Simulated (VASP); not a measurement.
A run of VASP 6.6.1 is set up as follows.

The input INCAR:

```
PREC = Accurate
ENCUT = 520
EDIFF = 1E-6
ISMEAR = 0
SIGMA = 0.1
LREAL = False
LASPH = True
NELM = 80
ALGO = Fast
ISIF = 2
LWAVE = False
LCHARG = False
GGA = PS
NBANDS = 18
```

KPOINTS

```
Automatic mesh
0
Gamma
  16 16 12
```

Contents of POSCAR:

```
CuAu
1.0
    2.8199218770      0.0000000000      0.0000000000
    0.0000000000      2.8199218770      0.0000000000
    0.0000000000      0.0000000000      3.5739953599
Cu Au
1 1
Direct
    0.5000000000      0.5000000000      0.5000000000
    0.0000000000      0.0000000000      0.0000000000
```

Potentials or basis: VASP PAW PBE potentials, release 64 (Cu, Au).

Launch:

```bash
$ cat potpaw_PBE.64/Cu/POTCAR potpaw_PBE.64/Au/POTCAR > POTCAR
$ mpirun -np 1 vasp_std > vasp.out
```

(1) Predict the band gap on the k mesh.

(2) What does it give for the pressure?

## Answers

(1) zero (bands 11 and 12 overlap by 7.35 eV).

(2) 0.1 GPa.

Caveat: the PAW data sets were made with another functional, which shifts forces and pressure a little; spin-orbit coupling is left out, which moves the levels of the heavy elements.
